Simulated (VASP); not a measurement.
# Sc3NbO2 (P-3m1) in VASP: a series of runs, part 2 of 2

VASP 6.6.1.

## (4) Single point, PBE (13.61 Å³/atom)

This run uses another cell than the first one, of 13.61 Å³/atom.

Contents of INCAR:

```
PREC     = Accurate       # precision mode
ENCUT    = 520            # plane-wave cutoff, eV
EDIFF    = 1E-6           # SCF threshold, eV
ISMEAR   = 0              # smearing method
SIGMA    = 0.1            # smearing width, eV
LREAL    = F              # projectors in reciprocal space
LASPH    = T              # aspherical terms in the spheres
NELM     = 100            # most SCF steps
ALGO     = Normal         # electronic algorithm
ISIF     = 2              # what is computed and relaxed
LWAVE    = F              # write WAVECAR
LCHARG   = T              # write CHGCAR
GGA      = PE             # functional
LELF     = T              # ELF
LVHAR    = T            
NBANDS   = 38             # bands
```

Contents of KPOINTS:

```
Automatic mesh
0
Gamma
  12 12 4
```

Contents of POSCAR:

```
Sc3NbO2
1.0
    3.0736236673      0.0000000000      0.0000000000
   -1.5368118337      2.6618361776      0.0000000000
    0.0000000000      0.0000000000      9.9783467046
Sc Nb O
3 1 2
Direct
    0.6666666667      0.3333333333      0.2378116838
    0.3333333333      0.6666666667      0.7621883162
    0.0000000000      0.0000000000      0.5000000000
    0.0000000000      0.0000000000      0.0000000000
    0.6666666667      0.3333333333      0.6248294061
    0.3333333333      0.6666666667      0.3751705939
```

On the command line:

```console
> cat potpaw_PBE.64/Sc_sv/POTCAR potpaw_PBE.64/Nb_sv/POTCAR potpaw_PBE.64/O/POTCAR > POTCAR
> mpirun -np 1 vasp_std > vasp.out
```

It took 3 min on 1 thread of AMD EPYC 9R45 (Zen 5), shared host; peak memory 0.3 GiB.

The run converged. Its results:

| Property | Result |
| --- | --- |
| Free energy | -50.1920 eV |
| Pressure | 9.9 GPa |
| Largest force | 0.058 eV/Å |
| Band gap on the k mesh | zero (bands 29 and 30 overlap by 0.81 eV) |

Forces in eV/Å, atoms in the order of the input:
```
Sc   0.000  0.000 -0.058
Sc   0.000  0.000  0.058
Sc   0.000  0.000  0.000
Nb   0.000  0.000  0.000
O    0.000  0.000  0.023
O    0.000  0.000 -0.023
```

Stress tensor (GPa, compression positive):
```
 9.90  0.00  0.00
 0.00  9.90  0.00
 0.00  0.00 10.04
```

Levels at points of the mesh, in eV from the Fermi level:
```csv
k point,band 26,band 27,band 28,band 29,band 30,band 31,band 32,band 33
"(0.00, 0.00, 0.00)",-2.08,-1.20,0.39,0.39,0.66,0.90,0.90,0.90
"(0.50, 0.00, 0.00)",-2.29,-1.84,-0.64,-0.48,0.24,0.98,1.34,1.80
"(0.00, 0.00, 0.50)",-1.77,-1.76,0.43,0.43,0.55,0.89,0.89,1.18
"(0.50, 0.00, 0.50)",-2.20,-1.82,-1.29,0.11,0.65,0.82,1.01,1.85
```

Caveat: the cell stands under pressure.

## (5) Single point, PBE (14.04 Å³/atom)

This run uses another cell than the first one, of 14.04 Å³/atom.

Contents of INCAR:

```
SYSTEM = Sc3NbO2
  ALGO = Normal
  EDIFF = 1E-6
  ENCUT = 520
  GGA = PE
  ISIF = 2
  ISMEAR = 0
  LASPH = .TRUE.
  LCHARG = .FALSE.
  LREAL = .FALSE.
  LWAVE = .FALSE.
  NBANDS = 38
  NELM = 100
  PREC = Accurate
  SIGMA = 0.1
```

Contents of KPOINTS:

```
k-points
0
G
  12 12 4
  0 0 0
```

Contents of POSCAR:

```
Sc3NbO2
1.0
    3.1070600242      0.0000000000      0.0000000000
   -1.5535300121      2.6907929120      0.0000000000
    0.0000000000      0.0000000000     10.0763806927
Sc Nb O
3 1 2
Direct
    0.6666666667      0.3333333333      0.2384896754
    0.3333333333      0.6666666667      0.7615103246
    0.0000000000      0.0000000000      0.5000000000
    0.0000000000      0.0000000000      0.0000000000
    0.6666666667      0.3333333333      0.6237180026
    0.3333333333      0.6666666667      0.3762819974
```

On the command line:

```console
> cat potpaw_PBE.64/Sc_sv/POTCAR potpaw_PBE.64/Nb_sv/POTCAR potpaw_PBE.64/O/POTCAR > POTCAR
> mpirun -np 1 vasp_std > vasp.out
```

It took 2.8 min on 1 thread of AMD EPYC 9R45 (Zen 5), shared host; peak memory 0.31 GiB.

The run converged. Its results:

- Free energy: -50.3127 eV
- Pressure: 4.9 GPa
- Largest force: 0.052 eV/Å
- Band gap on the k mesh: zero (bands 29 and 30 overlap by 0.81 eV)

Forces on the atoms (eV/Å):
```
Sc   0.000  0.000 -0.052
Sc   0.000  0.000  0.052
Sc   0.000  0.000  0.000
Nb   0.000  0.000  0.000
O    0.000  0.000  0.024
O    0.000  0.000 -0.024
```

Stress tensor (GPa, compression positive):
```
4.82 0.00 0.00
0.00 4.82 0.00
0.00 0.00 4.94
```

Levels at points of the mesh, in eV from the Fermi level:
| k point | band 27 | band 28 | band 29 | band 30 | band 31 | band 32 |
| --- | --- | --- | --- | --- | --- | --- |
| (0.00, 0.00, 0.00) | -1.27 | 0.40 | 0.40 | 0.67 | 0.87 | 0.89 |
| (0.50, 0.00, 0.00) | -1.77 | -0.60 | -0.45 | 0.20 | 0.96 | 1.26 |
| (0.00, 0.00, 0.50) | -1.72 | 0.45 | 0.45 | 0.55 | 0.87 | 0.87 |
| (0.50, 0.00, 0.50) | -1.73 | -1.26 | 0.08 | 0.64 | 0.77 | 1.00 |

Caveat: the cell stands under pressure.

## (6) Single point, PBE

This run uses another cell than the first one, of 14.47 Å³/atom.

Contents of INCAR:

```
SYSTEM = Sc3NbO2
PREC = Accurate ; ENCUT = 520
EDIFF = 1E-7 ; ISMEAR = 0
SIGMA = 0.1 ; LREAL = .False.
LASPH = .True. ; NELM = 100
ALGO = Normal ; ISIF = 2
LWAVE = .False. ; LCHARG = .True.
GGA = PE ; LELF = .True.
LVHAR = .True. ; NBANDS = 38
```

Contents of KPOINTS:

```
Automatic mesh
0
Gamma
  12 12 4
  0 0 0
```

Contents of POSCAR:

```
Sc3NbO2
1.0
    3.1392795949      0.0000000000      0.0000000000
   -1.5696397975      2.7186958788      0.0000000000
    0.0000000000      0.0000000000     10.1758834732
Sc Nb O
3 1 2
Direct
    0.6666666667      0.3333333333      0.2390915509
    0.3333333333      0.6666666667      0.7609084491
    0.0000000000      0.0000000000      0.5000000000
    0.0000000000      0.0000000000      0.0000000000
    0.6666666667      0.3333333333      0.6226388276
    0.3333333333      0.6666666667      0.3773611724
```

Potentials or basis: VASP PAW PBE potentials, release 64 (Sc_sv, Nb_sv, O).

On the command line:

```console
> cat potpaw_PBE.64/Sc_sv/POTCAR potpaw_PBE.64/Nb_sv/POTCAR potpaw_PBE.64/O/POTCAR > POTCAR
> mpirun -np 1 vasp_std > vasp.out
```

Wall time 3.3 min (1 thread of AMD EPYC 9R45 (Zen 5), shared host); peak memory 0.31 GiB.

It converged, with:

```
Free energy            : -50.3566 eV
Pressure               : 0.5 GPa
Largest force          : 0.050 eV/Å
Band gap on the k mesh : zero (bands 29 and 30 overlap by 0.81 eV)
```

Forces on the atoms (eV/Å):
```
Sc   0.000  0.000 -0.050
Sc   0.000  0.000  0.050
Sc   0.000  0.000  0.000
Nb   0.000  0.000  0.000
O    0.000  0.000  0.019
O    0.000  0.000 -0.019
```

Levels at points of the mesh, in eV from the Fermi level:
```csv
k point,band 27,band 28,band 29,band 30,band 31,band 32
"(0.00, 0.00, 0.00)",-1.33,0.41,0.41,0.67,0.84,0.87
"(0.50, 0.00, 0.00)",-1.71,-0.56,-0.44,0.17,0.95,1.19
"(0.00, 0.00, 0.50)",-1.68,0.45,0.45,0.55,0.85,0.85
"(0.50, 0.00, 0.50)",-1.65,-1.22,0.05,0.63,0.72,0.98
```

## (7) Single point, PBE (14.91 Å³/atom)

This run uses another cell than the first one, of 14.91 Å³/atom.

Contents of INCAR:

```
PREC = Accurate ; ENCUT = 520
EDIFF = 1E-7 ; ISMEAR = 0
SIGMA = 0.1 ; LREAL = F
LASPH = T ; NELM = 60
ALGO = Normal ; ISIF = 2
LWAVE = F ; LCHARG = T
GGA = PE ; LELF = T
LVHAR = T ; NBANDS = 38
```

Contents of KPOINTS:

```
Automatic mesh
0
Gamma
  12 12 4
```

Contents of POSCAR:

```
Sc3NbO2
1.0
    3.1709356989      0.0000000000      0.0000000000
   -1.5854678494      2.7461108690      0.0000000000
    0.0000000000      0.0000000000     10.2729334202
Sc Nb O
3 1 2
Direct
    0.6666666667      0.3333333333      0.2395009056
    0.3333333333      0.6666666667      0.7604990944
    0.0000000000      0.0000000000      0.5000000000
    0.0000000000      0.0000000000      0.0000000000
    0.6666666667      0.3333333333      0.6213727217
    0.3333333333      0.6666666667      0.3786272783
```

On the command line:

```console
> cat potpaw_PBE.64/Sc_sv/POTCAR potpaw_PBE.64/Nb_sv/POTCAR potpaw_PBE.64/O/POTCAR > POTCAR
> mpirun -np 1 vasp_std > vasp.out
```

Wall time 3.2 min (1 thread of AMD EPYC 9R45 (Zen 5), shared host); peak memory 0.31 GiB.

Results (log left out):

* Free energy: -50.3345 eV
* Pressure: -3.3 GPa
* Largest force: 0.040 eV/Å
* Band gap on the k mesh: zero (bands 29 and 30 overlap by 0.80 eV)

Forces in eV/Å, atoms in the order of the input:
```
Sc   0.000  0.000 -0.040
Sc   0.000  0.000  0.040
Sc   0.000  0.000  0.000
Nb   0.000  0.000  0.000
O    0.000  0.000  0.027
O    0.000  0.000 -0.027
```

Levels at points of the mesh, in eV from the Fermi level:
| k point | band 27 | band 28 | band 29 | band 30 | band 31 | band 32 |
| --- | --- | --- | --- | --- | --- | --- |
| (0.00, 0.00, 0.00) | -1.39 | 0.41 | 0.41 | 0.68 | 0.81 | 0.85 |
| (0.50, 0.00, 0.00) | -1.64 | -0.52 | -0.43 | 0.14 | 0.93 | 1.14 |
| (0.00, 0.00, 0.50) | -1.65 | 0.46 | 0.46 | 0.55 | 0.83 | 0.83 |
| (0.50, 0.00, 0.50) | -1.57 | -1.19 | 0.03 | 0.62 | 0.68 | 0.96 |

Caveat: the cell stands under tension.

## (8) The runs side by side

```csv
cell,gap on the mesh (eV),pressure (GPa),largest force (eV/Å)
"a = 3.004, b = 3.004, c = 9.779 Å, angles 90.0, 90.0, 120.0°, 6 atoms, atomic positions A",none,22.7,0.07
"a = 3.039, b = 3.039, c = 9.880 Å, angles 90.0, 90.0, 120.0°, 6 atoms, atomic positions A",none,15.9,0.06
"a = 3.074, b = 3.074, c = 9.978 Å, angles 90.0, 90.0, 120.0°, 6 atoms, atomic positions B",none,9.9,0.06
"a = 3.107, b = 3.107, c = 10.076 Å, angles 90.0, 90.0, 120.0°, 6 atoms, atomic positions B",none,4.9,0.05
"a = 3.139, b = 3.139, c = 10.176 Å, angles 90.0, 90.0, 120.0°, 6 atoms, atomic positions C",none,0.5,0.05
"a = 3.171, b = 3.171, c = 10.273 Å, angles 90.0, 90.0, 120.0°, 6 atoms, atomic positions D",none,-3.3,0.04
```

Alike in all rows: task single point; level PBE; potentials or basis VASP PAW PBE potentials, release 64 (Sc_sv, Nb_sv, O); no spin polarisation; k mesh 12 × 12 × 4; cutoff (eV) 520; smearing gaussian 0.1 eV.

Caveats: the cell stands under pressure (at least some runs); the cell stands under tension (at least some runs).

Absolute energies hang on the potentials; compare differences alone.
